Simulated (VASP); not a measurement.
# H3CCl in VASP: further runs

Runs on H3CCl. Level: PBE+D3(BJ). Tasks: single point.

Everything below comes from runs of VASP 6.6.1. Logs are shortened: lines on timing, memory, paths and dates and some standing lists are left out, and cuts for length are marked.

## Step 1: The cell of the first run

The cell holds a disordered packing, 40 atoms: a = 8.382 Å, b = 8.382 Å, c = 8.382 Å, α = 90.00°, β = 90.00°, γ = 90.00°.

## Step 2: Single point, PBE+D3(BJ)

Contents of INCAR:

```
SYSTEM = H3CCl
  PREC = Accurate
  ENCUT = 520
  EDIFF = 1E-6
  ISMEAR = -1
  SIGMA = 0.05
  LREAL = Auto
  LASPH = .TRUE.
  NELM = 80
  ALGO = Normal
  ISIF = 2
  LWAVE = .FALSE.
  LCHARG = .TRUE.
  GGA = PE
  IVDW = 12
  LELF = .TRUE.
  LVHAR = .TRUE.
  NBANDS = 82
```

Contents of KPOINTS:

```
regular mesh
0
G
  1 1 1
  0 0 0
```

Contents of POSCAR:

```
H3CCl
1.0
    8.3815160000      0.0000000000      0.0000000000
    0.0000000000      8.3815160000      0.0000000000
    0.0000000000      0.0000000000      8.3815160000
C Cl H
8 8 24
Direct
    0.4291586391      0.3364904392      0.7814099502
    0.1081785204      0.0147586666      0.8997417651
    0.7331012671      0.7664961804      0.2975356725
    0.5038945222      0.8469947441      0.8125499015
    0.1088705194      0.0390979388      0.4498350895
    0.0661694137      0.4969387400      0.4810227649
    0.5192855326      0.4074203283      0.2680183394
    0.1749444850      0.6428550635      0.0095448127
    0.5534798239      0.4767037371      0.7159325354
    0.1630254002      0.0363895983      1.0924873257
    0.6216178553      0.9406293563      0.3415253279
    0.7293072041      0.8060713599      0.8410888913
    0.2625062101     -0.1273755249      0.4084225336
    0.0123247393      0.5191662224      0.6843749985
    0.4770616676      0.2466976141      0.3973147579
    0.1383043354      0.4411135169      0.0728985067
    0.4266054017      0.2352438389      0.7025340046
    0.4491788836      0.2624704170      0.8964368737
    0.3109222723      0.3871853254      0.8009171610
   -0.0098908121      0.0752489168      0.8661798176
    0.2050106449      0.0631270047      0.8223571965
    0.0955197127     -0.1237604271      0.8615267214
    0.6970457373      0.7389474649      0.1644093980
    0.8659292663      0.7976599937      0.3329827205
    0.7053855174      0.6726587410      0.3790960967
    0.4997067356      0.9211340765      0.6842318263
    0.4300773273      0.7327671987      0.8080638395
    0.4611456925      0.9321583351      0.9128778135
    0.0924653726      0.0369264940      0.5790479908
    0.1763762069      0.1277931105      0.4203416184
    0.0149495628     -0.0042951657      0.3755883780
   -0.0467337890      0.5426703236      0.4102957031
    0.1682034610      0.5599106415      0.4366751790
    0.0480819938      0.3778672021      0.4576141118
    0.4180627944      0.4244816809      0.1960981760
    0.5443406658      0.5281622084      0.3253826635
    0.6150200035      0.3624881227      0.1969094851
    0.0500267493      0.6986564244     -0.0111197067
    0.2264148872      0.7033691757      0.1188090555
    0.2375703870      0.6413040314     -0.1048616981
```

Potentials or basis: VASP PAW PBE potentials, release 64 (C, Cl, H).

Run with:

```bash
cat potpaw_PBE.64/C/POTCAR potpaw_PBE.64/Cl/POTCAR potpaw_PBE.64/H/POTCAR > POTCAR
mpirun -np 1 vasp_gam > vasp.out
```

OUTCAR:

```text
SYSTEM = H3CCl
   PREC = Accurate
   ENCUT = 520
   EDIFF = 1E-6
   ISMEAR = -1
   LREAL = Auto
   LASPH = .TRUE.
   NELM = 80
   ISIF = 2
   GGA = PE
   IVDW = 12
 IVDW          = 12

 ion  position               nearest neighbor table
   1  0.429  0.336  0.781-  17 1.08  19 1.09  18 1.16   9 1.66
   2  0.108  0.015  0.900-  21 1.12  20 1.15  22 1.21  10 1.69
   3  0.733  0.766  0.298-  25 1.07  23 1.18  24 1.18  11 1.77
   4  0.504  0.847  0.813-  27 1.14  28 1.16  26 1.24  12 1.94
   5  0.109  0.039  0.450-  30 0.97  31 1.07  29 1.09  13 1.93
   6  0.066  0.497  0.481-  34 1.03  33 1.07  32 1.18  14 1.77
   7  0.519  0.407  0.268-  35 1.05  37 1.07  36 1.14  15 1.76
   8  0.175  0.643  0.010-  40 1.09  39 1.13  38 1.16  16 1.80
   9  0.553  0.477  0.716-   1 1.66
  10  0.163  0.036  0.092-   2 1.69
  11  0.622  0.941  0.342-   3 1.77
  12  0.729  0.806  0.841-   4 1.94
  13  0.263  0.873  0.408-   5 1.93
  14  0.012  0.519  0.684-   6 1.77
[... 24 lines left out ...]
  39  0.226  0.703  0.119-   8 1.13
  40  0.238  0.641  0.895-   8 1.09

  LATTYP: Found a simple cubic cell.
 ALAT       =     8.3815160000

  Lattice vectors:

 A1 = (   8.3815160000,   0.0000000000,   0.0000000000)
 A2 = (   0.0000000000,   8.3815160000,   0.0000000000)
 A3 = (   0.0000000000,   0.0000000000,   8.3815160000)

Analysis of symmetry for initial positions (statically):
=====================================================================
 Subroutine PRICEL returns:
 Original cell was already a primitive cell.

 Routine SETGRP: Setting up the symmetry group for a
 simple cubic supercell.

 Subroutine GETGRP returns: Found  1 space group operations
 (whereof  1 operations were pure point group operations)
 out of a pool of 48 trial point group operations.

The static configuration has the point symmetry C_1 .

Analysis of symmetry for dynamics (positions and initial velocities):
=====================================================================
 Subroutine PRICEL returns:
 Original cell was already a primitive cell.

 Routine SETGRP: Setting up the symmetry group for a
 simple cubic supercell.

 Subroutine GETGRP returns: Found  1 space group operations
 (whereof  1 operations were pure point group operations)
 out of a pool of 48 trial point group operations.

The dynamic configuration has the point symmetry C_1 .

 Subroutine INISYM returns: Found  1 space group operations
 (whereof  1 operations are pure point group operations),
 and found     1 'primitive' translations

----------------------------------------------------------------------------------------

                                     Primitive cell

  volume of cell :     588.7999

  direct lattice vectors                    reciprocal lattice vectors
     8.381516000  0.000000000  0.000000000     0.119310158  0.000000000  0.000000000
     0.000000000  8.381516000  0.000000000     0.000000000  0.119310158  0.000000000
     0.000000000  0.000000000  8.381516000     0.000000000  0.000000000  0.119310158

  length of vectors
     8.381516000  8.381516000  8.381516000     0.119310158  0.119310158  0.119310158

  position of ions in fractional coordinates (direct lattice)
     0.429158639  0.336490439  0.781409950
     0.108178520  0.014758667  0.899741765
     0.733101267  0.766496180  0.297535672
     0.503894522  0.846994744  0.812549901
     0.108870519  0.039097939  0.449835089
     0.066169414  0.496938740  0.481022765
[... 32 lines left out ...]
     0.226414887  0.703369176  0.118809056
     0.237570387  0.641304031  0.895138302

  ion indices of the primitive-cell ions
   primitive index   ion index
                 1           1
                 2           2
                 3           3
                 4           4
                 5           5
                 6           6
[... 32 lines left out ...]
                39          39
                40          40

----------------------------------------------------------------------------------------

 KPOINTS: regular mesh

Automatic generation of k-mesh.
 Grid dimensions read from file:
 generate k-points for:    1    1    1

 Generating k-lattice:

  Cartesian coordinates                     Fractional coordinates (reciprocal lattice)
     0.119310158  0.000000000  0.000000000     1.000000000  0.000000000  0.000000000
     0.000000000  0.119310158  0.000000000     0.000000000  1.000000000  0.000000000
     0.000000000  0.000000000  0.119310158     0.000000000  0.000000000  1.000000000

  Length of vectors
     0.119310158  0.119310158  0.119310158

  Shift w.r.t. Gamma in fractional coordinates (k-lattice)
     0.000000000  0.000000000  0.000000000

 Subroutine IBZKPT returns following result:
 ===========================================

 Found      1 irreducible k-points:

 Following reciprocal coordinates:
            Coordinates               Weight
  0.000000  0.000000  0.000000      1.000000
   k-points           NKPTS =      1   k-points in BZ     NKDIM =      1   number of bands    NBANDS=     82
   number of dos      NEDOS =    301   number of ions     NIONS =     40
   total plane-waves  NPLWV = 262144
   dimension x,y,z NGX =    64 NGY =   64 NGZ =   64
   dimension x,y,z NGXF=   128 NGYF=  128 NGZF=  128
   ions per type =               8   8  24
   NGX,Y,Z   is equivalent  to a cutoff of  12.69, 12.69, 12.69 a.u.
   NGXF,Y,Z  is equivalent  to a cutoff of  25.39, 25.39, 25.39 a.u.
 SYSTEM =  H3CCl
   PREC   = accura    normal or accurate (medium, high low for compatibility)
   ISTART =      0    job   : 0-new  1-cont  2-samecut
   ICHARG =      2    charge: 1-file 2-atom 10-const
   ISPIN  =      1    spin polarized calculation?
   LNONCOLLINEAR =      F non collinear calculations
   LSORBIT =      F    spin-orbit coupling
   LASPH  =      T    aspherical Exc in radial PAW
   ENCUT  =  520.0 eV  38.22 Ry    6.18 a.u.  15.58 15.58 15.58*2*pi/ulx,y,z
   NELM   =     80;   NELMIN=  2; NELMDL= -5     # of ELM steps
   EDIFF  = 0.1E-05   stopping-criterion for ELM
   LREAL  =      T    real-space projection
   EDIFFG = 0.1E-04   stopping-criterion for IOM
   NSW    =      0    number of steps for IOM
   IBRION =     -1    ionic relax: 0-MD 1-quasi-New 2-CG
   NFREE  =      0    steps in history (QN), initial steepest desc. (CG)
   ISIF   =      2    stress and relaxation
   ISYM   =      2    0-nonsym 1-usesym 2-fastsym
   POTIM  = 0.5000    time-step for ionic-motion
   TEBEG  =    0.0;   TEEND  =   0.0 temperature during run
   PSTRESS=    0.0 pullay stress
   NELECT =     112.0000    total number of electrons
   NUPDOWN=      -1.0000    fix difference up-down
   EMIN   =  10.00;   EMAX   =-10.00  energy-range for DOS
   EFERMI =   0.00;   METHOD = LEGACY
   ISMEAR =    -1;   SIGMA  =   0.05  broadening in eV -4-tet -1-fermi 0-gaus
   EFERMI_NEDOS =   21; number of points for ismear=-14 and -15
   IALGO  =     38    algorithm
   IMIX   =      4    mixing-type and parameters
     AMIX     =   0.40;   BMIX     =  1.00
     AMIX_MAG =   1.60;   BMIX_MAG =  1.00
  volume/ion in A,a.u.               =      14.72        99.34
  Fermi-wavevector in a.u.,A,eV,Ry     =   0.941510  1.779196 12.060763  0.886441
  Thomas-Fermi vector in A             =   2.069028
   LORBIT       =      0    0 simple, 1 ext, 2 COOP (PROOUT), +10 PAW based schemes
   GGA     = PE    functional components
   LHFCALC =     F    Hartree Fock is set to
   AEXX    =    0.0000 exact exchange contribution
   IVDW    =    12    specifies the selected vdW correction
   LEPSILON=     F    determine dielectric tensor
   LRPA    =     F    only Hartree local field effects (RPA)
 non-spin polarized calculation
  energy-cutoff  :      520.00
  volume of cell :      588.80
 maximum number of plane-waves:      7896
 NGX is ok and might be reduce to    64
   NGX = 31   NGY = 31   NGZ = 31

 number of electron     112.0000003 magnetization

 Free energy of the ion-electron system (eV)
  ---------------------------------------------------
  ext. energy  EPLUGINS =         0.00000000
  ---------------------------------------------------
  free energy    TOTEN  =      -175.82266264 eV

  energy without entropy =     -175.82266264  energy(sigma->0) =     -175.82266264

 E-fermi :  -1.1132     XC(G=0):  -6.6807

 val. band max:       -2.3851200504   @ k =   0.0000   0.0000   0.0000
 cond. band min:       2.3683616681   @ k =   0.0000   0.0000   0.0000
 fundamental gap:      4.7534817186
 Fermi energy:        -1.1132131678

 k-point     1 :       0.0000    0.0000    0.0000
  band No.  band energies     occupation
      1     -17.9971      2.00000
      2     -17.8968      2.00000
      3     -17.4369      2.00000
      4     -17.3657      2.00000
      5     -17.2176      2.00000
      6     -17.0946      2.00000
[... 60 lines left out ...]
     67       4.6275      0.00000
     68       4.8884      0.00000
 [bands above 68 left out]

------------------------ aborting loop because EDIFF is reached ----------------------------------------

 Edisp (eV)   -2.21738

 E8    (eV) :    -0.5893

  FORCE on cell =-STRESS in cart. coord.  units (eV):
  Direction    XX          YY          ZZ          XY          YZ          ZX
  --------------------------------------------------------------------------------------
  -------------------------------------------------------------------------------------
  Total      -3.52451     2.44712    -0.92024     5.49370    -1.20358    -3.73675
  in kB      -9.59051     6.65884    -2.50405    14.94886    -3.27504   -10.16803
  external pressure =       -1.81 kB  Pullay stress =        0.00 kB

 VOLUME and BASIS-vectors are now :
 -----------------------------------------------------------------------------
  energy-cutoff  :      520.00
  volume of cell :      588.80
      direct lattice vectors                 reciprocal lattice vectors
     8.381516000  0.000000000  0.000000000     0.119310158  0.000000000  0.000000000
     0.000000000  8.381516000  0.000000000     0.000000000  0.119310158  0.000000000
     0.000000000  0.000000000  8.381516000     0.000000000  0.000000000  0.119310158

 POSITION                                       TOTAL-FORCE (eV/Angst)
 -----------------------------------------------------------------------------------
      3.59700      2.82030      6.54940        -1.836901     -2.848850      2.388711
      0.90670      0.12370      7.54120        -1.304422     -1.751185     -3.671685
      6.14450      6.42440      2.49380         1.530190      0.929094     -1.399115
      4.22340      7.09910      6.81040         0.190600      2.054655     -1.453320
      0.91250      0.32770      3.77030        -0.956596     -5.933620      1.973097
      0.55460      4.16510      4.03170        -3.645831      2.223049     -0.982298
[... 32 lines left out ...]
      1.89770      5.89530      0.99580         0.038863     -0.252203     -1.336767
      1.99120      5.37510      7.50262         0.267309      0.093124      0.363203
 -----------------------------------------------------------------------------------
    total drift:                                0.001898      0.007327      0.008370

  FREE ENERGIE OF THE ION-ELECTRON SYSTEM (eV)
  ---------------------------------------------------
  free  energy   TOTEN  =      -178.0400434234 eV

  energy  without entropy=     -178.0400434234  energy(sigma->0) =     -178.04004342
```

It took 2.3 min on 1 thread of Intel Xeon 8259CL, shared host; peak memory 0.54 GiB.

Results:

```yaml
Free_energy: -178.0400 eV
Pressure: -0.2 GPa
Largest_force: 6.326 eV/Å
Band_gap_on_the_k_mesh: 4.75 eV
Dispersion_energy_per_atom: -0.055 eV
```

Forces in eV/Å, atoms in the order of the input:
```
C   -1.837 -2.849  2.389
C   -1.304 -1.751 -3.672
C    1.530  0.929 -1.399
C    0.191  2.055 -1.453
C   -0.957 -5.934  1.973
C   -3.646  2.223 -0.982
C    0.534  1.048  1.025
C   -1.971  0.766  1.311
Cl   1.833  1.239 -0.264
Cl   0.267  0.132  1.399
Cl   0.404 -0.028  0.139
Cl  -2.100  0.339 -0.102
Cl  -0.920  0.550  0.835
Cl   0.421  0.204  0.219
Cl  -0.438  0.476  0.483
Cl  -0.117 -0.095 -0.131
H   -0.354 -0.221 -1.075
H    0.713  1.596 -0.590
H   -0.300 -0.120 -0.330
H    1.200 -0.516  0.585
H   -0.435 -0.058  0.168
H    0.146  2.636  0.765
H    1.343  0.085  2.024
H   -1.739 -0.560 -1.360
H   -0.557 -0.695  0.454
H   -0.005 -1.778  2.680
H    1.266  1.094 -0.023
H    0.787 -1.187 -1.094
H   -0.424 -0.189  0.003
H    2.764  4.958 -1.955
H   -0.898  0.500 -0.250
H    1.715 -0.055  0.861
H    0.749  0.055  0.267
H    0.806 -2.649 -0.544
H   -1.314  0.080 -0.992
H   -0.057 -1.576 -0.074
H    0.900  0.185 -0.586
H    1.499 -0.729  0.270
H    0.039 -0.252 -1.337
H    0.267  0.093  0.363
```

Levels at points of the mesh, in eV from the valence-band top:
```tsv
k point	band 52	band 53	band 54	band 55	band 56	band 57	band 58	band 59	band 60	band 61
(0.00, 0.00, 0.00)	-0.31	-0.25	-0.21	-0.12	0.00	4.75	4.77	5.35	5.78	5.96
```

Caveat: the k points lie up to 0.75 Å⁻¹ apart; the atoms stand as in a frame of molecular dynamics.

[end of part 1 of 2]
